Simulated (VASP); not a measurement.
# MgCdO (P4/mmm) in VASP: notebook

The runs below take MgCdO through single point, relaxation of cell and atoms, with PBE.

Everything below comes from runs of VASP 6.6.1. Logs are shortened: lines on timing, memory, paths and dates and some standing lists are left out, and cuts for length are marked.

## (1) The cell of the first run

It takes space group P4/mmm (No. 123, tetragonal). Conventional cell: a = 3.228 Å, b = 3.228 Å, c = 4.438 Å, α = 90.00°, β = 90.00°, γ = 90.00°. Within 2.9 Å of Mg (site symmetry 4/mmm) lie 2 Cd at 2.22 Å. Within 2.9 Å of Cd (site symmetry 4/mmm) lie 2 Mg at 2.22 Å and 4 O at 2.28 Å. Within 3.0 Å of O (site symmetry 4/mmm) lie 4 Cd at 2.28 Å.

## (2) Single point, PBE

INCAR reads:

```
  PREC = Accurate
  ENCUT = 520
  EDIFF = 1E-6
  ISMEAR = 0
  SIGMA = 0.1
  LREAL = False
  LASPH = True
  NELM = 100
  ALGO = Normal
  ISIF = 2
  LWAVE = False
  LCHARG = True
  GGA = PE
  LELF = True
  LVHAR = True
  NBANDS = 17
```

KPOINTS reads:

```
regular mesh
0
Gamma
  6 6 4
```

POSCAR reads:

```
MgCdO
1.0
    3.2278556000      0.0000000000      0.0000000000
    0.0000000000      3.2278556000      0.0000000000
    0.0000000000      0.0000000000      4.4375386800
Mg Cd O
1 1 1
Direct
    0.0000000000      0.0000000000      0.5000000000
    0.0000000000      0.0000000000      0.0000000000
    0.5000000000      0.5000000000      0.0000000000
```

Potentials or basis: VASP PAW PBE potentials, release 64 (Mg, Cd, O).

The run is started by

```console
cat potpaw_PBE.64/Mg/POTCAR potpaw_PBE.64/Cd/POTCAR potpaw_PBE.64/O/POTCAR > POTCAR
mpirun -np 1 vasp_std > vasp.out
```

OUTCAR:

```text
PREC = Accurate
   ENCUT = 520
   EDIFF = 1E-6
   ISMEAR = 0
   LREAL = False
   LASPH = True
   NELM = 100
   ISIF = 2
   GGA = PE

 ion  position               nearest neighbor table
   1  0.000  0.000  0.500-   2 2.22   2 2.22
   2  0.000  0.000  0.000-   1 2.22   1 2.22   3 2.28   3 2.28   3 2.28   3 2.28
   3  0.500  0.500  0.000-   2 2.28   2 2.28   2 2.28   2 2.28

  LATTYP: Found a simple tetragonal cell.
 ALAT       =     3.2278556000
 C/A-ratio  =     1.3747636914

  Lattice vectors:

 A1 = (   3.2278556000,   0.0000000000,   0.0000000000)
 A2 = (   0.0000000000,   3.2278556000,   0.0000000000)
 A3 = (   0.0000000000,   0.0000000000,   4.4375386800)

Analysis of symmetry for initial positions (statically):
=====================================================================
 Subroutine PRICEL returns:
 Original cell was already a primitive cell.

 Routine SETGRP: Setting up the symmetry group for a
 simple tetragonal supercell.

 Subroutine GETGRP returns: Found 16 space group operations
 (whereof 16 operations were pure point group operations)
 out of a pool of 16 trial point group operations.

The static configuration has the point symmetry D_4h.

Analysis of symmetry for dynamics (positions and initial velocities):
=====================================================================
 Subroutine PRICEL returns:
 Original cell was already a primitive cell.

 Routine SETGRP: Setting up the symmetry group for a
 simple tetragonal supercell.

 Subroutine GETGRP returns: Found 16 space group operations
 (whereof 16 operations were pure point group operations)
 out of a pool of 16 trial point group operations.

The dynamic configuration has the point symmetry D_4h.

 Subroutine INISYM returns: Found 16 space group operations
 (whereof 16 operations are pure point group operations),
 and found     1 'primitive' translations

----------------------------------------------------------------------------------------

                                     Primitive cell

  volume of cell :      46.2349

  direct lattice vectors                    reciprocal lattice vectors
     3.227855600  0.000000000  0.000000000     0.309803202  0.000000000  0.000000000
     0.000000000  3.227855600  0.000000000     0.000000000  0.309803202  0.000000000
     0.000000000  0.000000000  4.437538680     0.000000000  0.000000000  0.225350148

  length of vectors
     3.227855600  3.227855600  4.437538680     0.309803202  0.309803202  0.225350148

  position of ions in fractional coordinates (direct lattice)
     0.000000000  0.000000000  0.500000000
     0.000000000  0.000000000  0.000000000
     0.500000000  0.500000000  0.000000000

  ion indices of the primitive-cell ions
   primitive index   ion index
                 1           1
                 2           2
                 3           3

----------------------------------------------------------------------------------------

 KPOINTS: regular mesh

Automatic generation of k-mesh.
 Grid dimensions read from file:
 generate k-points for:    6    6    4

 Generating k-lattice:

  Cartesian coordinates                     Fractional coordinates (reciprocal lattice)
     0.051633867  0.000000000  0.000000000     0.166666667  0.000000000  0.000000000
     0.000000000  0.051633867  0.000000000     0.000000000  0.166666667  0.000000000
     0.000000000  0.000000000  0.056337537     0.000000000  0.000000000  0.250000000

  Length of vectors
     0.051633867  0.051633867  0.056337537

  Shift w.r.t. Gamma in fractional coordinates (k-lattice)
     0.000000000  0.000000000  0.000000000

 Subroutine IBZKPT returns following result:
 ===========================================

 Found     30 irreducible k-points:

 Following reciprocal coordinates:
            Coordinates               Weight
  0.000000  0.000000  0.000000      1.000000
  0.166667  0.000000  0.000000      4.000000
  0.333333  0.000000  0.000000      4.000000
  0.500000  0.000000  0.000000      2.000000
  0.166667  0.166667  0.000000      4.000000
  0.333333  0.166667  0.000000      8.000000
[... 16 lines left out ...]
  0.333333  0.000000  0.500000      4.000000
  0.500000  0.000000  0.500000      2.000000
 [... further k-points ...]
   k-points           NKPTS =     30   k-points in BZ     NKDIM =     30   number of bands    NBANDS=     17
   number of dos      NEDOS =    301   number of ions     NIONS =      3
   total plane-waves  NPLWV =  20736
   dimension x,y,z NGX =    24 NGY =   24 NGZ =   36
   dimension x,y,z NGXF=    48 NGYF=   48 NGZF=   72
   ions per type =               1   1   1
   NGX,Y,Z   is equivalent  to a cutoff of  12.36, 12.36, 13.49 a.u.
   NGXF,Y,Z  is equivalent  to a cutoff of  24.72, 24.72, 26.97 a.u.
 SYSTEM =  unknown system
   PREC   = accura    normal or accurate (medium, high low for compatibility)
   ISTART =      0    job   : 0-new  1-cont  2-samecut
   ICHARG =      2    charge: 1-file 2-atom 10-const
   ISPIN  =      1    spin polarized calculation?
   LNONCOLLINEAR =      F non collinear calculations
   LSORBIT =      F    spin-orbit coupling
   LASPH  =      T    aspherical Exc in radial PAW
   ENCUT  =  520.0 eV  38.22 Ry    6.18 a.u.   6.00  6.00  8.25*2*pi/ulx,y,z
   NELM   =    100;   NELMIN=  2; NELMDL= -5     # of ELM steps
   EDIFF  = 0.1E-05   stopping-criterion for ELM
   LREAL  =      F    real-space projection
   EDIFFG = 0.1E-04   stopping-criterion for IOM
   NSW    =      0    number of steps for IOM
   IBRION =     -1    ionic relax: 0-MD 1-quasi-New 2-CG
   NFREE  =      0    steps in history (QN), initial steepest desc. (CG)
   ISIF   =      2    stress and relaxation
   ISYM   =      2    0-nonsym 1-usesym 2-fastsym
   POTIM  = 0.5000    time-step for ionic-motion
   TEBEG  =    0.0;   TEEND  =   0.0 temperature during run
   PSTRESS=    0.0 pullay stress
   NELECT =      20.0000    total number of electrons
   NUPDOWN=      -1.0000    fix difference up-down
   EMIN   =  10.00;   EMAX   =-10.00  energy-range for DOS
   EFERMI =   0.00;   METHOD = LEGACY
   ISMEAR =     0;   SIGMA  =   0.10  broadening in eV -4-tet -1-fermi 0-gaus
   EFERMI_NEDOS =   21; number of points for ismear=-14 and -15
   IALGO  =     38    algorithm
   IMIX   =      4    mixing-type and parameters
     AMIX     =   0.40;   BMIX     =  1.00
     AMIX_MAG =   1.60;   BMIX_MAG =  1.00
  volume/ion in A,a.u.               =      15.41       104.00
  Fermi-wavevector in a.u.,A,eV,Ry     =   1.238116  2.339700 20.856800  1.532932
  Thomas-Fermi vector in A             =   2.372655
   LORBIT       =      0    0 simple, 1 ext, 2 COOP (PROOUT), +10 PAW based schemes
   GGA     = PE    functional components
   LHFCALC =     F    Hartree Fock is set to
   AEXX    =    0.0000 exact exchange contribution
   IVDW    =     0    specifies the selected vdW correction
   LEPSILON=     F    determine dielectric tensor
   LRPA    =     F    only Hartree local field effects (RPA)
 non-spin polarized calculation
 Gauss-broadening in eV      SIGMA  =   0.10
  energy-cutoff  :      520.00
  volume of cell :       46.23
 maximum number of plane-waves:      1264
   NGX = 13   NGY = 13   NGZ = 17

 number of electron      19.9999989 magnetization

 Free energy of the ion-electron system (eV)
  ---------------------------------------------------
  ext. energy  EPLUGINS =         0.00000000
  ---------------------------------------------------
  free energy    TOTEN  =        -5.45858415 eV

  energy without entropy =       -5.45760028  energy(sigma->0) =       -5.45809222

 E-fermi :   3.6060     XC(G=0): -10.3690

 val. band max:        3.4719961525   @ k =   0.3333   0.3333   0.0000
 cond. band min:       3.7215761281   @ k =   0.5000   0.5000   0.5000
 fundamental gap:      0.2495799756
 Fermi energy:         3.6060271822

 k-point     1 :       0.0000    0.0000    0.0000
  band No.  band energies     occupation
      1     -14.9369      2.00000
      2      -6.7330      2.00000
      3      -5.9524      2.00000
      4      -5.8594      2.00000
      5      -5.8594      2.00000
      6      -5.1772      2.00000
[... 9 lines left out ...]
     16      17.6974      0.00000
     17      17.7143      0.00000

 k-point     2 :       0.1667    0.0000    0.0000
  band No.  band energies     occupation
      1     -14.8106      2.00000
      2      -6.7215      2.00000
      3      -5.9899      2.00000
      4      -5.8968      2.00000
      5      -5.8507      2.00000
      6      -5.4344      2.00000
[... 9 lines left out ...]
     16      14.9062      0.00000
     17      16.3757      0.00000

 k-point     3 :       0.3333    0.0000    0.0000
  band No.  band energies     occupation
      1     -14.5387      2.00000
      2      -6.7579      2.00000
      3      -6.2246      2.00000
      4      -5.8642      2.00000
      5      -5.8603      2.00000
      6      -5.8334      2.00000
[... 9 lines left out ...]
     16      13.1900      0.00000
     17      16.0249      0.00000

 k-point     4 :       0.5000    0.0000    0.0000
  band No.  band energies     occupation
      1     -14.3914      2.00000
      2      -6.8271      2.00000
      3      -6.3316      2.00000
      4      -6.0499      2.00000
      5      -5.8754      2.00000
      6      -5.8247      2.00000
[... 9 lines left out ...]
     16      12.5102      0.00000
     17      16.3680      0.00000
[... 343 lines left out ...]
      1     -14.7850      2.00000
      2      -6.4059      2.00000
      3      -6.0214      2.00000
      4      -5.8770      2.00000
      5      -5.8464      2.00000
      6      -5.4319      2.00000
[... 9 lines left out ...]
     16      14.3803      0.00000
     17      15.3554      0.00000

 k-point    23 :       0.3333    0.0000    0.5000
  band No.  band energies     occupation
      1     -14.5193      2.00000
      2      -6.5718      2.00000
      3      -6.2892      2.00000
      4      -5.8603      2.00000
      5      -5.8274      2.00000
      6      -5.7565      2.00000
[... 9 lines left out ...]
     16      13.9115      0.00000
     17      15.9286      0.00000

 k-point    24 :       0.5000    0.0000    0.5000
  band No.  band energies     occupation
      1     -14.3757      2.00000
      2      -6.7052      2.00000
      3      -6.4029      2.00000
      4      -6.0455      2.00000
      5      -5.8179      2.00000
      6      -5.7091      2.00000
[... 9 lines left out ...]
     16      15.3811      0.00000
     17      15.4960      0.00000

 [... further k-points ...]
[... 5 lines left out ...]
  --------------------------------------------------------------------------------------
  -------------------------------------------------------------------------------------
  Total        2.4157020      2.4157020     20.0705910      0.0000000     -0.0000000      0.0000000
  in kB       83.7112062     83.7112062    695.5052211      0.0000000     -0.0000000      0.0000000
  external PRESSURE =     287.6425445 kB  Pullay stress =       0.0000000 kB

 VOLUME and BASIS-vectors are now :
 -----------------------------------------------------------------------------
  energy-cutoff  :      520.00
  volume of cell :       46.23
      direct lattice vectors                 reciprocal lattice vectors
     3.227855600  0.000000000  0.000000000     0.309803202  0.000000000  0.000000000
     0.000000000  3.227855600  0.000000000     0.000000000  0.309803202  0.000000000
     0.000000000  0.000000000  4.437538680     0.000000000  0.000000000  0.225350148

 POSITION                                       TOTAL-FORCE (eV/Angst)
 -----------------------------------------------------------------------------------
      0.00000      0.00000      2.21877         0.000000      0.000000      0.000000
      0.00000      0.00000      0.00000         0.000000      0.000000      0.000000
      1.61393      1.61393      0.00000         0.000000      0.000000      0.000000
 -----------------------------------------------------------------------------------
    total drift:                                0.000000     -0.000000     -0.000000

  FREE ENERGIE OF THE ION-ELECTRON SYSTEM (eV)
  ---------------------------------------------------
  free  energy   TOTEN  =        -5.4585841548 eV

  energy  without entropy=       -5.4576002766  energy(sigma->0) =       -5.45809222
```

Wall time 11 s (1 thread of Intel Xeon Platinum 8559C (Emerald Rapids), shared host); peak memory 0.16 GiB.

Results:

```
Free energy            : -5.4586 eV
Pressure               : 28.8 GPa
Band gap on the k mesh : zero (band 10 reaches 3.73 eV, above the bottom of band 11 at 2.97 eV)
```

## (3) Single point, PBE

This run uses another cell than the first one, of 22.49 Å³/atom, 1.459 times its volume.

INCAR reads:

```
PREC     = Accurate       # precision mode
ENCUT    = 520            # plane-wave cutoff, eV
EDIFF    = 1E-7           # SCF threshold, eV
ISMEAR   = 0              # smearing method
SIGMA    = 0.1            # smearing width, eV
LREAL    = False          # projectors in reciprocal space
LASPH    = True           # aspherical terms in the spheres
NELM     = 60             # most SCF steps
ALGO     = Normal         # electronic algorithm
ISIF     = 2              # what is computed and relaxed
LWAVE    = False          # write WAVECAR
LCHARG   = False          # write CHGCAR
GGA      = PE             # functional
NBANDS   = 17             # bands
```

KPOINTS is that of step 2.

POSCAR reads:

```
MgCdO
1.0
    3.1721165802      0.0000000000      0.0000000000
    0.0000000000      3.1721165802      0.0000000000
    0.0000000000      0.0000000000      6.7039446044
Mg Cd O
1 1 1
Direct
    0.0000000000      0.0000000000      0.5000000000
    0.0000000000      0.0000000000      0.0000000000
    0.5000000000      0.5000000000      0.0000000000
```

Potentials or basis: VASP PAW PBE potentials, release 64 (Mg, Cd, O).

The run is started by

```console
cat potpaw_PBE.64/Mg/POTCAR potpaw_PBE.64/Cd/POTCAR potpaw_PBE.64/O/POTCAR > POTCAR
mpirun -np 1 vasp_std > vasp.out
```

Wall time 14 s (1 thread of Intel Xeon Platinum 8559C (Emerald Rapids), shared host); peak memory 0.19 GiB.

It converged, with:

```yaml
Free_energy: -8.0217 eV
Pressure: 0.6 GPa
Band_gap_on_the_k_mesh: zero (band 10 reaches 3.03 eV, above the bottom of band 11 at -0.53 eV)
```

Stress tensor (GPa, compression positive):
```
0.80 0.00 0.00
0.00 0.80 0.00
0.00 0.00 0.27
```

Levels at points of the mesh, in eV from the Fermi level:
| k point | band 7 | band 8 | band 9 | band 10 | band 11 | band 12 | band 13 | band 14 |
| --- | --- | --- | --- | --- | --- | --- | --- | --- |
| (0.00, 0.00, 0.00) | -4.34 | -3.75 | -2.77 | -2.77 | 0.04 | 0.93 | 8.47 | 8.96 |
| (0.50, 0.00, 0.00) | -4.90 | -1.94 | -0.59 | -0.50 | -0.46 | 1.42 | 5.15 | 5.25 |
| (0.50, 0.50, 0.00) | -4.58 | -4.58 | -2.08 | 1.36 | 2.37 | 2.37 | 3.95 | 4.21 |
| (0.00, 0.00, 0.50) | -4.95 | -2.77 | -2.77 | -2.39 | -1.74 | 3.70 | 4.42 | 8.49 |
| (0.50, 0.00, 0.50) | -4.85 | -2.08 | -1.18 | -0.59 | -0.04 | 2.86 | 3.31 | 5.10 |
| (0.50, 0.50, 0.50) | -4.57 | -4.57 | -2.10 | 1.82 | 2.35 | 2.35 | 2.59 | 4.15 |

## (4) Relaxation of cell and atoms, PBE

INCAR reads:

```
SYSTEM = MgCdO
PREC = Accurate
ENCUT = 600
EDIFF = 1E-6
ISMEAR = 0
SIGMA = 0.1
LREAL = .False.
LASPH = .True.
NELM = 100
ALGO = Normal
ISIF = 3
LWAVE = .False.
LCHARG = .False.
GGA = PE
IBRION = 2
NSW = 90
EDIFFG = -0.04
```

KPOINTS reads:

```
Automatic mesh
0
Gamma
  6 6 4
  0 0 0
```

POSCAR reads:

```
MgCdO
1.0
    3.2278556000      0.0000000000      0.0000000000
    0.0000000000      3.2278556000      0.0000000000
    0.0000000000      0.0000000000      4.4375386800
Mg Cd O
1 1 1
Direct
    0.0000000000      0.0000000000      0.5000000000
    0.0000000000      0.0000000000      0.0000000000
    0.5000000000      0.5000000000      0.0000000000
```

The run is started by

```console
cat potpaw_PBE.64/Mg/POTCAR potpaw_PBE.64/Cd/POTCAR potpaw_PBE.64/O/POTCAR > POTCAR
mpirun -np 1 vasp_std > vasp.out
```

Wall time 74 s (1 thread of Intel Xeon Platinum 8559C (Emerald Rapids), shared host); peak memory 0.19 GiB.

The run converged. Its results:

| Item | Value |
| --- | --- |
| Free energy | -7.8530 eV |
| Relaxed volume | 20.65 Å³/atom |
| Relaxed cell | a = 3.187 Å, b = 3.187 Å, c = 6.101 Å, α = 90.00°, β = 90.00°, γ = 90.00° |
| Space group after relaxing (to 0.05 Å) | P4/mmm (No. 123) |
| Energy gained by relaxing | 797.5 meV/atom |
| Ionic steps | 8 |
| Pressure after relaxing | 0.1 GPa |
| Band gap on the k mesh | zero (band 10 reaches 3.02 eV, above the bottom of band 11 at -0.30 eV) |

Stress tensor (GPa, compression positive):
```
0.20 0.00 0.00
0.00 0.20 0.00
0.00 0.00 0.02
```

Step by step:
```csv
step,energy change (eV),largest force (eV/Å),pressure (GPa),volume (Å³)
1,0.0000,0.0000,28.62,46.23
2,-2.2158,0.0000,-4.32,65.88
3,-2.2153,0.0000,-3.15,64.08
4,-2.2176,0.0000,-4.00,65.38
5,-2.3831,0.0000,0.15,61.25
6,-2.3854,0.0000,0.94,60.76
7,-2.3917,0.0000,0.40,61.56
8,-2.3925,0.0000,0.14,61.96
```

Final structure:
```xyz
3
Lattice="3.1868 0.0000 0.0000 0.0000 3.1868 0.0000 0.0000 0.0000 6.1005" Properties=species:S:1:pos:R:3 pbc="T T T"
Mg    0.0000    0.0000    3.0503
Cd    0.0000    0.0000    0.0000
O     1.5934    1.5934    0.0000
```

Levels at points of the mesh, in eV from the Fermi level:
```
           k point  band 6  band 7  band 8  band 9  band 10  band 11  band 12  band 13  band 14
(0.00, 0.00, 0.00)   -7.78   -4.49   -3.99   -2.96    -2.96     0.29     1.18     8.22     9.21
(0.50, 0.00, 0.00)   -8.05   -5.27   -2.13   -0.85    -0.63    -0.37     1.08     5.37     5.64
(0.50, 0.50, 0.00)   -7.05   -4.77   -4.77   -2.24     0.69     2.25     2.25     3.73     3.92
(0.00, 0.00, 0.50)   -7.78   -5.33   -2.96   -2.96    -2.06    -2.05     4.88     4.92     8.26
(0.50, 0.00, 0.50)   -8.05   -5.16   -2.36   -1.55    -0.85     0.16     2.78     3.14     5.87
(0.50, 0.50, 0.50)   -7.05   -4.76   -4.76   -2.30     1.27     2.02     2.22     2.22     4.27
```

Caveat: the volume moved by over 15 % at a fixed basis, so the end points are rough.

(Part 1 of 2 ends here.)
